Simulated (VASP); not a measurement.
# Yb (Fm-3m) in VASP: further runs

Runs on Yb. Level: PBE. Tasks: single point.

Everything below comes from runs of VASP 6.6.1. Logs are shortened: lines on timing, memory, paths and dates and some standing lists are left out, and cuts for length are marked.

## 1. The cell of the first run

The structure is cubic, space group Fm-3m (No. 225). Conventional cell: a = 5.486 Å, b = 5.486 Å, c = 5.486 Å, α = 90.00°, β = 90.00°, γ = 90.00°. Within 5.1 Å of Yb (site symmetry m-3m) lie 12 Yb at 3.88 Å.

## 2. Single point, PBE, collinear spin, ferromagnetic start

INCAR reads:

```
SYSTEM = Yb
PREC     = Accurate       ! precision mode
ENCUT    = 520            ! plane-wave cutoff, eV
EDIFF    = 1E-7           ! SCF threshold, eV
ISMEAR   = -1             ! smearing method
SIGMA    = 0.05           ! smearing width, eV
LREAL    = .False.        ! projectors in reciprocal space
LASPH    = .True.         ! aspherical terms in the spheres
NELM     = 150            ! most SCF steps
ALGO     = Normal         ! electronic algorithm
ISIF     = 2              ! what is computed and relaxed
LWAVE    = .False.        ! write WAVECAR
LCHARG   = .False.        ! write CHGCAR
ISPIN    = 2              ! spin polarisation
MAGMOM   = 1.2            ! initial moments
LORBIT   = 11             ! projections on sites
NUPDOWN  = 1.2            ! fixed moment
LMAXMIX  = 6              ! l up to which the mixer works
GGA      = PE             ! functional
NBANDS   = 22             ! bands
```

KPOINTS reads:

```
regular mesh
0
Gamma
  7 7 7
  0 0 0
```

POSCAR reads:

```
Yb
1.0
    0.0000000000      2.7431000000      2.7431000000
    2.7431000000      0.0000000000      2.7431000000
    2.7431000000      2.7431000000      0.0000000000
Yb
1
Direct
    0.0000000000      0.0000000000      0.0000000000
```

Potentials or basis: VASP PAW PBE potentials, release 64 (Yb).

Run with:

```bash
$ cat potpaw_PBE.64/Yb/POTCAR > POTCAR
$ mpirun -np 1 vasp_std > vasp.out
```

OUTCAR:

```text
SYSTEM = Yb
   PREC = Accurate
   ENCUT = 520
   EDIFF = 1E-7
   ISMEAR = -1
   LREAL = .False.
   LASPH = .True.
   NELM = 150
   ISIF = 2
   ISPIN = 2
   LORBIT = 11
   NUPDOWN = 1.2
   GGA = PE

 ion  position               nearest neighbor table
   1  0.000  0.000  0.000-

  LATTYP: Found a face centered cubic cell.
 ALAT       =     5.4862000000

  Lattice vectors:

 A1 = (   0.0000000000,   2.7431000000,   2.7431000000)
 A2 = (   2.7431000000,   0.0000000000,   2.7431000000)
 A3 = (   2.7431000000,   2.7431000000,   0.0000000000)

Analysis of symmetry for initial positions (statically):
=====================================================================
 Subroutine PRICEL returns:
 Original cell was already a primitive cell.

 Routine SETGRP: Setting up the symmetry group for a
 face centered cubic supercell.

 Subroutine GETGRP returns: Found 48 space group operations
 (whereof 48 operations were pure point group operations)
 out of a pool of 48 trial point group operations.

The static configuration has the point symmetry O_h .

Analysis of symmetry for dynamics (positions and initial velocities):
=====================================================================
 Subroutine PRICEL returns:
 Original cell was already a primitive cell.

 Routine SETGRP: Setting up the symmetry group for a
 face centered cubic supercell.

 Subroutine GETGRP returns: Found 48 space group operations
 (whereof 48 operations were pure point group operations)
 out of a pool of 48 trial point group operations.

The dynamic configuration has the point symmetry O_h .

Analysis of structural, dynamic, and magnetic symmetry:
=====================================================================
 Subroutine PRICEL returns:
 Original cell was already a primitive cell.

 Routine SETGRP: Setting up the symmetry group for a
 face centered cubic supercell.

 Subroutine GETGRP returns: Found 48 space group operations
 (whereof 48 operations were pure point group operations)
 out of a pool of 48 trial point group operations.

The overall configuration has the point symmetry O_h .

 Subroutine INISYM returns: Found 48 space group operations
 (whereof 48 operations are pure point group operations),
 and found     1 'primitive' translations

----------------------------------------------------------------------------------------

                                     Primitive cell

  volume of cell :      41.2814

  direct lattice vectors                    reciprocal lattice vectors
     0.000000000  2.743100000  2.743100000    -0.182275528  0.182275528  0.182275528
     2.743100000  0.000000000  2.743100000     0.182275528 -0.182275528  0.182275528
     2.743100000  2.743100000  0.000000000     0.182275528  0.182275528 -0.182275528

  length of vectors
     3.879329223  3.879329223  3.879329223     0.315710475  0.315710475  0.315710475

  position of ions in fractional coordinates (direct lattice)
     0.000000000  0.000000000  0.000000000

  ion indices of the primitive-cell ions
   primitive index   ion index
                 1           1

----------------------------------------------------------------------------------------

 KPOINTS: regular mesh

Automatic generation of k-mesh.
 Grid dimensions read from file:
 generate k-points for:    7    7    7

 Generating k-lattice:

  Cartesian coordinates                     Fractional coordinates (reciprocal lattice)
    -0.026039361  0.026039361  0.026039361     0.142857143  0.000000000  0.000000000
     0.026039361 -0.026039361  0.026039361     0.000000000  0.142857143  0.000000000
     0.026039361  0.026039361 -0.026039361     0.000000000  0.000000000  0.142857143

  Length of vectors
     0.045101496  0.045101496  0.045101496

  Shift w.r.t. Gamma in fractional coordinates (k-lattice)
     0.000000000  0.000000000  0.000000000

 Subroutine IBZKPT returns following result:
 ===========================================

 Found     20 irreducible k-points:

 Following reciprocal coordinates:
            Coordinates               Weight
  0.000000  0.000000  0.000000      1.000000
  0.142857  0.000000  0.000000      8.000000
  0.285714  0.000000  0.000000      8.000000
  0.428571  0.000000  0.000000      8.000000
  0.142857  0.142857  0.000000      6.000000
  0.285714  0.142857  0.000000     24.000000
[... 12 lines left out ...]
 -0.428571  0.428571  0.142857     24.000000
 -0.285714  0.428571  0.142857     24.000000
   k-points           NKPTS =     20   k-points in BZ     NKDIM =     20   number of bands    NBANDS=     22
   number of dos      NEDOS =    301   number of ions     NIONS =      1
   total plane-waves  NPLWV =  27000
   dimension x,y,z NGX =    30 NGY =   30 NGZ =   30
   dimension x,y,z NGXF=    60 NGYF=   60 NGZF=   60
   ions per type =               1
   NGX,Y,Z   is equivalent  to a cutoff of  12.86, 12.86, 12.86 a.u.
   NGXF,Y,Z  is equivalent  to a cutoff of  25.71, 25.71, 25.71 a.u.
 SYSTEM =  Yb
   PREC   = accura    normal or accurate (medium, high low for compatibility)
   ISTART =      0    job   : 0-new  1-cont  2-samecut
   ICHARG =      2    charge: 1-file 2-atom 10-const
   ISPIN  =      2    spin polarized calculation?
   LNONCOLLINEAR =      F non collinear calculations
   LSORBIT =      F    spin-orbit coupling
   LASPH  =      T    aspherical Exc in radial PAW
   ENCUT  =  520.0 eV  38.22 Ry    6.18 a.u.   7.21  7.21  7.21*2*pi/ulx,y,z
   NELM   =    150;   NELMIN=  2; NELMDL= -5     # of ELM steps
   EDIFF  = 0.1E-06   stopping-criterion for ELM
   LREAL  =      F    real-space projection
   EDIFFG = 0.1E-05   stopping-criterion for IOM
   NSW    =      0    number of steps for IOM
   IBRION =     -1    ionic relax: 0-MD 1-quasi-New 2-CG
   NFREE  =      0    steps in history (QN), initial steepest desc. (CG)
   ISIF   =      2    stress and relaxation
   ISYM   =      2    0-nonsym 1-usesym 2-fastsym
   POTIM  = 0.5000    time-step for ionic-motion
   TEBEG  =    0.0;   TEEND  =   0.0 temperature during run
   PSTRESS=    0.0 pullay stress
   NELECT =      24.0000    total number of electrons
   NUPDOWN=       1.2000    fix difference up-down
   EMIN   =  10.00;   EMAX   =-10.00  energy-range for DOS
   EFERMI =   0.00;   METHOD = LEGACY
   ISMEAR =    -1;   SIGMA  =   0.05  broadening in eV -4-tet -1-fermi 0-gaus
   EFERMI_NEDOS =   21; number of points for ismear=-14 and -15
   IALGO  =     38    algorithm
   IMIX   =      4    mixing-type and parameters
     AMIX     =   0.40;   BMIX     =  1.00
     AMIX_MAG =   1.60;   BMIX_MAG =  1.00
  volume/ion in A,a.u.               =      41.28       278.58
  Fermi-wavevector in a.u.,A,eV,Ry     =   1.366345  2.582017 25.400687  1.866898
  Thomas-Fermi vector in A             =   2.492493
   LORBIT       =     11    0 simple, 1 ext, 2 COOP (PROOUT), +10 PAW based schemes
   GGA     = PE    functional components
   LHFCALC =     F    Hartree Fock is set to
   AEXX    =    0.0000 exact exchange contribution
   IVDW    =     0    specifies the selected vdW correction
   LEPSILON=     F    determine dielectric tensor
   LRPA    =     F    only Hartree local field effects (RPA)
 spin polarized calculation
  energy-cutoff  :      520.00
  volume of cell :       41.28
 maximum number of plane-waves:      1139
 NGX is ok and might be reduce to    30
   NGX = 15   NGY = 15   NGZ = 15

 number of electron      23.9999992 magnetization       1.2000000

 Free energy of the ion-electron system (eV)
  ---------------------------------------------------
  ext. energy  EPLUGINS =         0.00000000
  ---------------------------------------------------
  free energy    TOTEN  =        -3.23872648 eV

  energy without entropy =       -3.18229351  energy(sigma->0) =       -3.21050999

 E-fermi :   0.5134     XC(G=0):  -8.8397

 val. band max:        1.4014968707   @ k =   0.4286   0.2857   0.0000
 cond. band min:       0.6151235725   @ k =  -0.4286   0.2857   0.1429
 fundamental gap:     -0.7863732981
 Fermi energy:         1.4195642654

 spin component 1

 k-point     1 :       0.0000    0.0000    0.0000
  band No.  band energies     occupation
      1     -51.1522      1.00000
      2     -23.3422      1.00000
      3     -23.3422      1.00000
      4     -23.3422      1.00000
      5      -4.1011      1.00000
      6       0.0368      1.00000
[... 14 lines left out ...]
     21      12.0265      0.00000
     22      13.6688      0.00000

 k-point     2 :       0.1429    0.0000    0.0000
  band No.  band energies     occupation
      1     -51.1507      1.00000
      2     -23.3821      1.00000
      3     -23.3477      1.00000
      4     -23.3477      1.00000
      5      -3.6961      1.00000
      6       0.0427      1.00000
[... 14 lines left out ...]
     21      12.8186      0.00000
     22      14.8189      0.00000

 k-point     3 :       0.2857    0.0000    0.0000
  band No.  band energies     occupation
      1     -51.1472      1.00000
      2     -23.4700      1.00000
      3     -23.3600      1.00000
      4     -23.3600      1.00000
      5      -2.5961      1.00000
      6       0.0515      1.00000
[... 14 lines left out ...]
     21      13.6152      0.00000
     22      14.0267      0.00000
[... 376 lines left out ...]
 k-point    19 :      -0.4286    0.4286    0.1429
  band No.  band energies     occupation
      1     -51.1417      1.00000
      2     -23.5123      1.00000
      3     -23.4371      1.00000
      4     -23.4135      1.00000
      5      -0.1240      1.00000
      6       0.0730      1.00000
[... 14 lines left out ...]
     21      13.6103      0.00000
     22      15.4514      0.00000

 k-point    20 :      -0.2857    0.4286    0.1429
  band No.  band energies     occupation
      1     -51.1415      1.00000
      2     -23.4867      1.00000
      3     -23.4740      1.00000
      4     -23.4101      1.00000
      5       0.0322      1.00000
      6       0.0711      1.00000
[... 14 lines left out ...]
     21      13.9297      0.00000
     22      15.9181      0.00000
 Fermi energy:         0.5133972076

 spin component 2

 k-point     1 :       0.0000    0.0000    0.0000
  band No.  band energies     occupation
      1     -50.9409      1.00000
      2     -23.1249      1.00000
      3     -23.1249      1.00000
      4     -23.1249      1.00000
      5      -3.2276      1.00000
      6       0.2553      0.99430
[... 14 lines left out ...]
     21      12.9616      0.00000
     22      14.9852      0.00000

 k-point     2 :       0.1429    0.0000    0.0000
  band No.  band energies     occupation
      1     -50.9394      1.00000
      2     -23.1627      1.00000
      3     -23.1301      1.00000
      4     -23.1301      1.00000
      5      -2.8229      1.00000
      6       0.2622      0.99346
[... 14 lines left out ...]
     21      13.6884      0.00000
     22      15.7081      0.00000

 k-point     3 :       0.2857    0.0000    0.0000
  band No.  band energies     occupation
      1     -50.9361      1.00000
      2     -23.2463      1.00000
      3     -23.1420      1.00000
      4     -23.1420      1.00000
      5      -1.7307      1.00000
      6       0.2755      0.99149
[... 14 lines left out ...]
     21      14.2718      0.00000
     22      15.0154      0.00000
[... 376 lines left out ...]
 k-point    19 :      -0.4286    0.4286    0.1429
  band No.  band energies     occupation
      1     -50.9308      1.00000
      2     -23.2867      1.00000
      3     -23.2155      1.00000
      4     -23.1931      1.00000
      5       0.3034      0.98521
      6       0.3170      0.98068
[... 14 lines left out ...]
     21      14.5453      0.00000
     22      16.2552      0.00000

 k-point    20 :      -0.2857    0.4286    0.1429
  band No.  band energies     occupation
      1     -50.9306      1.00000
      2     -23.2625      1.00000
      3     -23.2505      1.00000
      4     -23.1899      1.00000
      5       0.3063      0.98435
      6       0.3176      0.98045
[... 14 lines left out ...]
     21      14.8286      0.00000
     22      16.8010      0.00000

------------------------ aborting loop because EDIFF is reached ----------------------------------------

  FORCE on cell =-STRESS in cart. coord.  units (eV):
  Direction    XX          YY          ZZ          XY          YZ          ZX
  --------------------------------------------------------------------------------------
  -------------------------------------------------------------------------------------
  Total       -0.6254138     -0.6254138     -0.6254138      0.0000000      0.0000000     -0.0000000
  in kB      -24.2729801    -24.2729801    -24.2729801      0.0000000      0.0000000     -0.0000000
  external PRESSURE =     -24.2729801 kB  Pullay stress =       0.0000000 kB

 VOLUME and BASIS-vectors are now :
 -----------------------------------------------------------------------------
  energy-cutoff  :      520.00
  volume of cell :       41.28
      direct lattice vectors                 reciprocal lattice vectors
     0.000000000  2.743100000  2.743100000    -0.182275528  0.182275528  0.182275528
     2.743100000  0.000000000  2.743100000     0.182275528 -0.182275528  0.182275528
     2.743100000  2.743100000  0.000000000     0.182275528  0.182275528 -0.182275528

 POSITION                                       TOTAL-FORCE (eV/Angst)
 -----------------------------------------------------------------------------------
      0.00000      0.00000      0.00000         0.000000      0.000000      0.000000
 -----------------------------------------------------------------------------------
    total drift:                               -0.000000     -0.000000      0.000000

  FREE ENERGIE OF THE ION-ELECTRON SYSTEM (eV)
  ---------------------------------------------------
  free  energy   TOTEN  =        -3.2387264811 eV

  energy  without entropy=       -3.1822935074  energy(sigma->0) =       -3.21050999

 total charge

# of ion       s       p       d       f       tot
--------------------------------------------------
    1        2.198   5.977   0.266  13.555  21.997

 magnetization (x)

# of ion       s       p       d       f       tot
--------------------------------------------------
    1        0.019   0.075   0.183   0.256   0.532
```

Run time: 2 min. Hardware: 1 thread of Intel Xeon Platinum 8375C at 2.90GHz (Ice Lake), shared host; peak memory 0.21 GiB.

What came out:

```yaml
Free_energy: -3.2387 eV
Pressure: -2.4 GPa
Net_moment: 1.20 μB per cell
Site_moments: Yb +0.53 μB
Valence_electrons_inside_the_program's_atomic_spheres: Yb 22.00
```

Caveat: spin-orbit coupling is left out, which moves the levels of the heavy elements; the total moment is fixed, so each spin has its own Fermi level.

(Part 1 of 2 ends here.)
